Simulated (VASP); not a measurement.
# B (P-6m2) in VASP: notebook, part 2 of 3

VASP 6.6.1.

**3. Single point, PBE**

This run uses another cell than the first one, of 7.32 Å³/atom.

Input file INCAR:

```
SYSTEM = B
ALGO = Normal ; EDIFF = 1E-6
ENCUT = 520 ; GGA = PE
ISIF = 2 ; ISMEAR = 0
LASPH = .True. ; LCHARG = .True.
LELF = .True. ; LREAL = .False.
LVHAR = .True. ; LWAVE = .False.
NBANDS = 18 ; NELM = 100
PREC = Accurate ; SIGMA = 0.1
```

Input file KPOINTS:

```
k-points
0
Gamma
  6 6 2
  0 0 0
```

Input file POSCAR:

```
B
1.0
    2.4741264900      0.0000000000      0.0000000000
   -1.2370632500      2.1426563900      0.0000000000
    0.0000000000      0.0000000000      8.2844254800
B
6
Direct
    0.0000000000      0.0000000000      0.0000000000
    0.3333333300      0.6666666700      0.1666666700
    0.6666666700      0.3333333300      0.3333333300
    0.3333333300      0.6666666700      0.5000000000
    0.6666666700      0.3333333300      0.6666666700
    0.3333333300      0.6666666700      0.8333333300
```

Potentials or basis: VASP PAW PBE potentials, release 64 (B).

Run with:

```sh
$ cat potpaw_PBE.64/B/POTCAR > POTCAR
$ mpirun -np 1 vasp_std > vasp.out
```

OUTCAR:

```text
SYSTEM = B
   EDIFF = 1E-6
   ENCUT = 520
   GGA = PE
   ISIF = 2
   ISMEAR = 0
   LASPH = .True.
   LREAL = .False.
   NELM = 100
   PREC = Accurate

 ion  position               nearest neighbor table
   1  0.000  0.000  0.000-   2 1.99   6 1.99   2 1.99   6 1.99   2 1.99   6 1.99
   2  0.333  0.667  0.167-   3 1.99   3 1.99   3 1.99   1 1.99   1 1.99   1 1.99
   3  0.667  0.333  0.333-   2 1.99   2 1.99   2 1.99   4 1.99   4 1.99   4 1.99
   4  0.333  0.667  0.500-   3 1.99   5 1.99   3 1.99   5 1.99   3 1.99   5 1.99
   5  0.667  0.333  0.667-   6 1.99   6 1.99   6 1.99   4 1.99   4 1.99   4 1.99
   6  0.333  0.667  0.833-   5 1.99   5 1.99   5 1.99   1 1.99   1 1.99   1 1.99

  LATTYP: Found a hexagonal cell.
 ALAT       =     2.4741264900
 C/A-ratio  =     3.3484243888

  Lattice vectors:

 A1 = (   2.4741264900,   0.0000000000,   0.0000000000)
 A2 = (  -1.2370632500,   2.1426563900,   0.0000000000)
 A3 = (   0.0000000000,   0.0000000000,   8.2844254800)

Analysis of symmetry for initial positions (statically):
=====================================================================
 Subroutine PRICEL returns:
 Original cell was already a primitive cell.

 Routine SETGRP: Setting up the symmetry group for a
 hexagonal supercell.

 Subroutine GETGRP returns: Found 12 space group operations
 (whereof 12 operations were pure point group operations)
 out of a pool of 24 trial point group operations.

The static configuration has the point symmetry D_3h.

Analysis of symmetry for dynamics (positions and initial velocities):
=====================================================================
 Subroutine PRICEL returns:
 Original cell was already a primitive cell.

 Routine SETGRP: Setting up the symmetry group for a
 hexagonal supercell.

[... 119 lines left out ...]
   IMIX   =      4    mixing-type and parameters
     AMIX     =   0.40;   BMIX     =  1.00
     AMIX_MAG =   1.60;   BMIX_MAG =  1.00
  volume/ion in A,a.u.               =       7.32        49.39
  Fermi-wavevector in a.u.,A,eV,Ry     =   1.216055  2.298012 20.120172  1.478791
  Thomas-Fermi vector in A             =   2.351422
   LORBIT       =      0    0 simple, 1 ext, 2 COOP (PROOUT), +10 PAW based schemes
   GGA     = PE    functional components
   LHFCALC =     F    Hartree Fock is set to
   AEXX    =    0.0000 exact exchange contribution
   IVDW    =     0    specifies the selected vdW correction
   LEPSILON=     F    determine dielectric tensor
   LRPA    =     F    only Hartree local field effects (RPA)
 non-spin polarized calculation
 Gauss-broadening in eV      SIGMA  =   0.10
  energy-cutoff  :      520.00
  volume of cell :       43.92
 maximum number of plane-waves:      1206
   NGX =  9   NGY =  9   NGZ = 31

 number of electron      18.0000001 magnetization

 Free energy of the ion-electron system (eV)
  ---------------------------------------------------
  ext. energy  EPLUGINS =         0.00000000
  ---------------------------------------------------
  free energy    TOTEN  =       -31.45777292 eV

  energy without entropy =      -31.43496216  energy(sigma->0) =      -31.44636754

 E-fermi :   7.1812     XC(G=0): -12.0538

 val. band max:        7.1776648234   @ k =   0.3333   0.3333   0.0000
 cond. band min:       7.2323124923   @ k =   0.1667   0.1667   0.5000
 fundamental gap:      0.0546476689
 Fermi energy:         7.1812366240

 k-point     1 :       0.0000    0.0000    0.0000
  band No.  band energies     occupation
      1      -8.7600      2.00000
      2      -7.0117      2.00000
      3      -6.9777      2.00000
      4      -1.8279      2.00000
      5      -1.8180      2.00000
      6       4.0514      2.00000
[... 271 lines left out ...]
      5       0.8008      2.00000
      6       0.8776      2.00000
[... 10 lines left out ...]
     17      13.3697      0.00000
     18      14.1402      0.00000

------------------------ aborting loop because EDIFF is reached ----------------------------------------

  FORCE on cell =-STRESS in cart. coord.  units (eV):
  Direction    XX          YY          ZZ          XY          YZ          ZX
  --------------------------------------------------------------------------------------
  -------------------------------------------------------------------------------------
  Total       -4.7466601     -4.7466601     -6.7257107      0.0000000     -0.0000000     -0.0000000
  in kB     -173.1657076   -173.1657072   -245.3646186      0.0000004     -0.0000000     -0.0000000
  external PRESSURE =    -197.2320112 kB  Pullay stress =       0.0000000 kB

 VOLUME and BASIS-vectors are now :
 -----------------------------------------------------------------------------
  energy-cutoff  :      520.00
  volume of cell :       43.92
      direct lattice vectors                 reciprocal lattice vectors
     2.474126490  0.000000000  0.000000000     0.404183054  0.233355196  0.000000000
    -1.237063250  2.142656390  0.000000000     0.000000000  0.466710390  0.000000000
     0.000000000  0.000000000  8.284425480     0.000000000  0.000000000  0.120708431

 POSITION                                       TOTAL-FORCE (eV/Angst)
 -----------------------------------------------------------------------------------
      0.00000      0.00000      0.00000         0.000000      0.000000      0.000000
     -0.00000      1.42844      1.38074        -0.000000     -0.000000     -0.467986
      1.23706      0.71422      2.76148        -0.000000      0.000000      0.125690
     -0.00000      1.42844      4.14221         0.000000      0.000000      0.000000
      1.23706      0.71422      5.52295        -0.000000      0.000000     -0.125690
     -0.00000      1.42844      6.90369        -0.000000      0.000000      0.467986
 -----------------------------------------------------------------------------------
    total drift:                                0.000001     -0.000000     -0.000000

  FREE ENERGIE OF THE ION-ELECTRON SYSTEM (eV)
  ---------------------------------------------------
  free  energy   TOTEN  =       -31.4577729229 eV

  energy  without entropy=      -31.4349621638  energy(sigma->0) =      -31.44636754
```

OSZICAR:

```text
N       E                     dE             d eps       ncg     rms          rms(c)
DAV:   1     0.187171631083E+02    0.18717E+02   -0.82444E+03   504   0.921E+02
DAV:   2    -0.300741269057E+02   -0.48791E+02   -0.46273E+02   686   0.158E+02
DAV:   3    -0.315527671140E+02   -0.14786E+01   -0.14544E+01   670   0.222E+01
DAV:   4    -0.315596070361E+02   -0.68399E-02   -0.68341E-02   622   0.164E+00
DAV:   5    -0.315596403100E+02   -0.33274E-04   -0.33268E-04   646   0.108E-01    0.378E+00
DAV:   6    -0.314990918131E+02    0.60548E-01   -0.17064E-01   696   0.192E+00    0.231E+00
DAV:   7    -0.314908104822E+02    0.82813E-02   -0.29965E-01   624   0.246E+00    0.151E+00
DAV:   8    -0.314572806237E+02    0.33530E-01   -0.76476E-02   676   0.164E+00    0.119E-01
DAV:   9    -0.314578299307E+02   -0.54931E-03   -0.84090E-03   648   0.608E-01    0.664E-02
DAV:  10    -0.314577896087E+02    0.40322E-04   -0.23960E-04   640   0.885E-02    0.410E-02
DAV:  11    -0.314577769414E+02    0.12667E-04   -0.28754E-05   698   0.346E-02    0.157E-02
DAV:  12    -0.314577732723E+02    0.36691E-05   -0.88813E-06   672   0.177E-02    0.333E-03
DAV:  13    -0.314577729229E+02    0.34942E-06   -0.52257E-07   310   0.489E-03
   1 F= -.31457773E+02 E0= -.31446368E+02  d E =-.228108E-01
```

Wall time 7.2 s (1 thread of AMD EPYC 9R45 (Zen 5), shared host); peak memory 0.11 GiB.

What came out:

```
Free energy            : -31.4578 eV
Pressure               : -19.7 GPa
Largest force          : 0.468 eV/Å
Band gap on the k mesh : zero (bands 9 and 10 overlap by 7.37 eV)
```

Forces in eV/Å, atoms in the order of the input:
```
B    0.000  0.000  0.000
B    0.000  0.000 -0.468
B    0.000  0.000  0.126
B    0.000  0.000  0.000
B    0.000  0.000 -0.126
B    0.000  0.000  0.468
```

Stress tensor (GPa, compression positive):
```
-17.32   0.00   0.00
  0.00 -17.32   0.00
  0.00   0.00 -24.54
```

Caveat: the k points lie up to 0.49 Å⁻¹ apart, too coarse for converged energies and pressures of a metal.

**4. Single point, PBE**

Input file INCAR:

```
PREC     = Accurate       # precision mode
ENCUT    = 520            # plane-wave cutoff, eV
EDIFF    = 1E-6           # SCF threshold, eV
ISMEAR   = 0              # smearing method
SIGMA    = 0.1            # smearing width, eV
LREAL    = F              # projectors in reciprocal space
LASPH    = T              # aspherical terms in the spheres
NELM     = 100            # most SCF steps
ALGO     = Normal         # electronic algorithm
ISIF     = 2              # what is computed and relaxed
LWAVE    = F              # write WAVECAR
LCHARG   = F              # write CHGCAR
GGA      = PE             # functional
NBANDS   = 18             # bands
```

Input file KPOINTS:

```
regular mesh
0
Gamma
  6 6 4
```

Input file POSCAR:

```
B
1.0
    2.8911067764      0.0000000000      0.0000000000
   -1.4455533882      2.5037719134      0.0000000000
    0.0000000000      0.0000000000      5.3160010189
B
6
Direct
    0.0000000000      0.0000000000      0.0000000000
    0.3333333333      0.6666666667      0.1596572072
    0.6666666667      0.3333333333      0.3442126740
    0.3333333333      0.6666666667      0.5000000000
    0.6666666667      0.3333333333      0.6557873260
    0.3333333333      0.6666666667      0.8403427928
```

Potentials or basis: VASP PAW PBE potentials, release 64 (B).

Run with:

```sh
$ cat potpaw_PBE.64/B/POTCAR > POTCAR
$ mpirun -np 1 vasp_std > vasp.out
```

OUTCAR:

```text
PREC = Accurate
   ENCUT = 520
   EDIFF = 1E-6
   ISMEAR = 0
   LREAL = F
   LASPH = T
   NELM = 100
   ISIF = 2
   GGA = PE

 ion  position               nearest neighbor table
   1  0.000  0.000  0.000-   2 1.87   6 1.87   2 1.87   6 1.87   2 1.87   6 1.87
   2  0.333  0.667  0.160-   6 1.70   4 1.81   1 1.87   1 1.87   1 1.87   3 1.94   3 1.94   3 1.94

   3  0.667  0.333  0.344-   5 1.66   4 1.86   4 1.86   4 1.86   2 1.94   2 1.94   2 1.94
   4  0.333  0.667  0.500-   2 1.81   6 1.81   3 1.86   5 1.86   3 1.86   5 1.86   5 1.86   3 1.86

   5  0.667  0.333  0.656-   3 1.66   4 1.86   4 1.86   4 1.86   6 1.94   6 1.94   6 1.94
   6  0.333  0.667  0.840-   2 1.70   4 1.81   1 1.87   1 1.87   1 1.87   5 1.94   5 1.94   5 1.94

  LATTYP: Found a hexagonal cell.
 ALAT       =     2.8911067764
 C/A-ratio  =     1.8387425405

  Lattice vectors:

 A1 = (   2.8911067764,   0.0000000000,   0.0000000000)
 A2 = (  -1.4455533882,   2.5037719134,   0.0000000000)
 A3 = (   0.0000000000,   0.0000000000,   5.3160010189)

Analysis of symmetry for initial positions (statically):
=====================================================================
 Subroutine PRICEL returns:
 Original cell was already a primitive cell.

 Routine SETGRP: Setting up the symmetry group for a
 hexagonal supercell.

 Subroutine GETGRP returns: Found 12 space group operations
 (whereof 12 operations were pure point group operations)
 out of a pool of 24 trial point group operations.

The static configuration has the point symmetry D_3h.

Analysis of symmetry for dynamics (positions and initial velocities):
=====================================================================
 Subroutine PRICEL returns:
 Original cell was already a primitive cell.

 Routine SETGRP: Setting up the symmetry group for a
 hexagonal supercell.

 Subroutine GETGRP returns: Found 12 space group operations
 (whereof 12 operations were pure point group operations)
 out of a pool of 24 trial point group operations.

The dynamic configuration has the point symmetry D_3h.

 Subroutine INISYM returns: Found 12 space group operations
 (whereof 12 operations are pure point group operations),
 and found     1 'primitive' translations

----------------------------------------------------------------------------------------

                                     Primitive cell

  volume of cell :      38.4808

  direct lattice vectors                    reciprocal lattice vectors
     2.891106776  0.000000000  0.000000000     0.345888297  0.199698702  0.000000000
    -1.445553388  2.503771913  0.000000000     0.000000000  0.399397403  0.000000000
     0.000000000  0.000000000  5.316001019     0.000000000  0.000000000  0.188111326

  length of vectors
     2.891106776  2.891106776  5.316001019     0.399397403  0.399397403  0.188111326

  position of ions in fractional coordinates (direct lattice)
     0.000000000  0.000000000  0.000000000
     0.333333333  0.666666667  0.159657207
     0.666666667  0.333333333  0.344212674
     0.333333333  0.666666667  0.500000000
     0.666666667  0.333333333  0.655787326
[... 36 lines left out ...]

 Following reciprocal coordinates:
            Coordinates               Weight
  0.000000  0.000000  0.000000      1.000000
  0.166667  0.000000  0.000000      6.000000
  0.333333  0.000000  0.000000      6.000000
  0.500000  0.000000  0.000000      3.000000
  0.166667  0.166667  0.000000      6.000000
  0.333333  0.166667  0.000000     12.000000
[... 13 lines left out ...]
  0.333333  0.166667  0.500000     12.000000
  0.333333  0.333333  0.500000      2.000000
   k-points           NKPTS =     21   k-points in BZ     NKDIM =     21   number of bands    NBANDS=     18
   number of dos      NEDOS =    301   number of ions     NIONS =      6
   total plane-waves  NPLWV =  23040
   dimension x,y,z NGX =    24 NGY =   24 NGZ =   40
   dimension x,y,z NGXF=    48 NGYF=   48 NGZF=   80
   ions per type =               6
   NGX,Y,Z   is equivalent  to a cutoff of  13.80, 13.80, 12.51 a.u.
   NGXF,Y,Z  is equivalent  to a cutoff of  27.60, 27.60, 25.02 a.u.
 SYSTEM =  unknown system
   PREC   = accura    normal or accurate (medium, high low for compatibility)
   ISTART =      0    job   : 0-new  1-cont  2-samecut
   ICHARG =      2    charge: 1-file 2-atom 10-const
   ISPIN  =      1    spin polarized calculation?
   LNONCOLLINEAR =      F non collinear calculations
   LSORBIT =      F    spin-orbit coupling
   LASPH  =      T    aspherical Exc in radial PAW
   ENCUT  =  520.0 eV  38.22 Ry    6.18 a.u.   5.38  5.38  9.88*2*pi/ulx,y,z
   NELM   =    100;   NELMIN=  2; NELMDL= -5     # of ELM steps
   EDIFF  = 0.1E-05   stopping-criterion for ELM
   LREAL  =      F    real-space projection
   EDIFFG = 0.1E-04   stopping-criterion for IOM
   NSW    =      0    number of steps for IOM
   IBRION =     -1    ionic relax: 0-MD 1-quasi-New 2-CG
   NFREE  =      0    steps in history (QN), initial steepest desc. (CG)
   ISIF   =      2    stress and relaxation
   ISYM   =      2    0-nonsym 1-usesym 2-fastsym
   POTIM  = 0.5000    time-step for ionic-motion
   TEBEG  =    0.0;   TEEND  =   0.0 temperature during run
   PSTRESS=    0.0 pullay stress
   NELECT =      18.0000    total number of electrons
   NUPDOWN=      -1.0000    fix difference up-down
   EMIN   =  10.00;   EMAX   =-10.00  energy-range for DOS
   EFERMI =   0.00;   METHOD = LEGACY
   ISMEAR =     0;   SIGMA  =   0.10  broadening in eV -4-tet -1-fermi 0-gaus
   EFERMI_NEDOS =   21; number of points for ismear=-14 and -15
   IALGO  =     38    algorithm
   IMIX   =      4    mixing-type and parameters
     AMIX     =   0.40;   BMIX     =  1.00
     AMIX_MAG =   1.60;   BMIX_MAG =  1.00
  volume/ion in A,a.u.               =       6.41        43.28
  Fermi-wavevector in a.u.,A,eV,Ry     =   1.270821  2.401503 21.973215  1.614986
  Thomas-Fermi vector in A             =   2.403787
   LORBIT       =      0    0 simple, 1 ext, 2 COOP (PROOUT), +10 PAW based schemes
   GGA     = PE    functional components
   LHFCALC =     F    Hartree Fock is set to
   AEXX    =    0.0000 exact exchange contribution
   IVDW    =     0    specifies the selected vdW correction
   LEPSILON=     F    determine dielectric tensor
   LRPA    =     F    only Hartree local field effects (RPA)
 non-spin polarized calculation
 Gauss-broadening in eV      SIGMA  =   0.10
  energy-cutoff  :      520.00
  volume of cell :       38.48
 maximum number of plane-waves:      1063
 NGX is ok and might be reduce to    24
   NGX = 11   NGY = 11   NGZ = 19

 number of electron      18.0000000 magnetization

 Free energy of the ion-electron system (eV)
  ---------------------------------------------------
  ext. energy  EPLUGINS =         0.00000000
  ---------------------------------------------------
  free energy    TOTEN  =       -36.66101624 eV

  energy without entropy =      -36.64993801  energy(sigma->0) =      -36.65547712

 E-fermi :   9.1971     XC(G=0): -12.4012

 val. band max:        9.1959961095   @ k =   0.5000   0.0000   0.2500
 cond. band min:       9.2092242898   @ k =   0.3333   0.1667   0.5000
 fundamental gap:      0.0132281803
 Fermi energy:         9.1970999648

 k-point     1 :       0.0000    0.0000    0.0000
  band No.  band energies     occupation
      1      -9.0141      2.00000
      2      -5.2308      2.00000
      3      -4.6152      2.00000
      4       5.3239      2.00000
      5       5.8756      2.00000
      6       5.8756      2.00000
[... 418 lines left out ...]
      5      -0.7940      2.00000
      6      -0.5772      2.00000
[... 10 lines left out ...]
     17      18.9682      0.00000
     18      20.1330      0.00000

------------------------ aborting loop because EDIFF is reached ----------------------------------------

  FORCE on cell =-STRESS in cart. coord.  units (eV):
  Direction    XX          YY          ZZ          XY          YZ          ZX
  --------------------------------------------------------------------------------------
  -------------------------------------------------------------------------------------
  Total       -0.0109824     -0.0109824      0.0075603      0.0000000      0.0000000      0.0000000
  in kB       -0.4572605     -0.4572605      0.3147799      0.0000000      0.0000000      0.0000000
  external PRESSURE =      -0.1999137 kB  Pullay stress =       0.0000000 kB

 VOLUME and BASIS-vectors are now :
 -----------------------------------------------------------------------------
  energy-cutoff  :      520.00
  volume of cell :       38.48
      direct lattice vectors                 reciprocal lattice vectors
     2.891106776  0.000000000  0.000000000     0.345888297  0.199698702  0.000000000
    -1.445553388  2.503771913  0.000000000     0.000000000  0.399397403  0.000000000
     0.000000000  0.000000000  5.316001019     0.000000000  0.000000000  0.188111326

 POSITION                                       TOTAL-FORCE (eV/Angst)
 -----------------------------------------------------------------------------------
      0.00000      0.00000      0.00000        -0.000000     -0.000000      0.000000
     -0.00000      1.66918      0.84874        -0.000000      0.000000     -0.020718
      1.44555      0.83459      1.82983         0.000000     -0.000000      0.014284
     -0.00000      1.66918      2.65800        -0.000000     -0.000000      0.000000
      1.44555      0.83459      3.48617         0.000000     -0.000000     -0.014284
     -0.00000      1.66918      4.46726        -0.000000      0.000000      0.020718
 -----------------------------------------------------------------------------------
    total drift:                                0.000000     -0.000000      0.000000

  FREE ENERGIE OF THE ION-ELECTRON SYSTEM (eV)
  ---------------------------------------------------
  free  energy   TOTEN  =       -36.6610162362 eV

  energy  without entropy=      -36.6499380056  energy(sigma->0) =      -36.65547712
```

It took 8.6 s on 1 thread of AMD EPYC 9R45 (Zen 5), shared host; peak memory 0.12 GiB.

Results:

| Quantity | Value |
| --- | --- |
| Free energy | -36.6610 eV |
| Pressure | 0.0 GPa |
| Largest force | 0.021 eV/Å |
| Band gap on the k mesh | zero (bands 9 and 10 overlap by 3.16 eV) |

Forces on the atoms (eV/Å):
```
B    0.000  0.000  0.000
B    0.000  0.000 -0.021
B    0.000  0.000  0.014
B    0.000  0.000  0.000
B    0.000  0.000 -0.014
B    0.000  0.000  0.021
```

Stress tensor (GPa, compression positive):
```
-0.05  0.00  0.00
 0.00 -0.05  0.00
 0.00  0.00  0.03
```

Caveat: the k points lie up to 0.42 Å⁻¹ apart, too coarse for converged energies and pressures of a metal.

(Continued in part 3 of 3.)
